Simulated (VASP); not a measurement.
Input of a VASP 6.6.1 run:

The input INCAR:

```
SYSTEM = Cl
PREC = Accurate ; ENCUT = 520
EDIFF = 1E-6 ; ISMEAR = -1
SIGMA = 0.08 ; LREAL = .False.
LASPH = .True. ; NELM = 80
ALGO = Normal ; ISIF = 2
LWAVE = .False. ; LCHARG = .False.
GGA = PE ; NBANDS = 14
```

Contents of KPOINTS:

```
regular mesh
0
Gamma
  16 16 16
  0 0 0
```

Contents of POSCAR:

```
Cl
1.0
   -2.5992684584      2.5992684584      1.7606639159
    2.5992684584     -2.5992684584      1.7606639159
    2.5992684584      2.5992684584     -1.7606639159
Cl
2
Direct
   -0.3750000000     -0.1250000000     -0.2500000000
    0.3750000000      0.1250000000      0.2500000000
```

Potentials or basis: VASP PAW PBE potentials, release 64 (Cl).

Command:

```console
$ cat potpaw_PBE.64/Cl/POTCAR > POTCAR
$ mpirun -np 1 vasp_std > vasp.out
```

(1) Predict the pressure.

(2) Estimate the band gap on the k mesh.

Results:

(1) 1.1 GPa.

(2) zero (bands 7 and 8 overlap by 1.62 eV).
